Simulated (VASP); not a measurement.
A run of VASP 6.6.1 is set up as follows.

File INCAR:

```
PREC     = Accurate       # precision mode
ENCUT    = 520            # plane-wave cutoff, eV
EDIFF    = 1E-7           # SCF threshold, eV
ISMEAR   = 1              # smearing method
SIGMA    = 0.1            # smearing width, eV
LREAL    = F              # projectors in reciprocal space
LASPH    = T              # aspherical terms in the spheres
NELM     = 100            # most SCF steps
ALGO     = Normal         # electronic algorithm
ISIF     = 2              # what is computed and relaxed
LWAVE    = F              # write WAVECAR
LCHARG   = F              # write CHGCAR
GGA      = PS             # functional
NBANDS   = 12             # bands
```

The input KPOINTS:

```
regular mesh
0
Gamma
  9 9 9
```

POSCAR

```
Au
1.0
    0.0000000000      2.0350000000      2.0350000000
    2.0350000000      0.0000000000      2.0350000000
    2.0350000000      2.0350000000      0.0000000000
Au
1
Direct
    0.0000000000      0.0000000000      0.0000000000
```

Potentials or basis: VASP PAW PBE potentials, release 64 (Au).

Launch:

```sh
$ cat potpaw_PBE.64/Au/POTCAR > POTCAR
$ mpirun -np 1 vasp_std > vasp.out
```

(1) Predict the pressure.

Results:

(1) 1.3 GPa.

Caveat: the PAW data sets were made with another functional, which shifts forces and pressure a little.
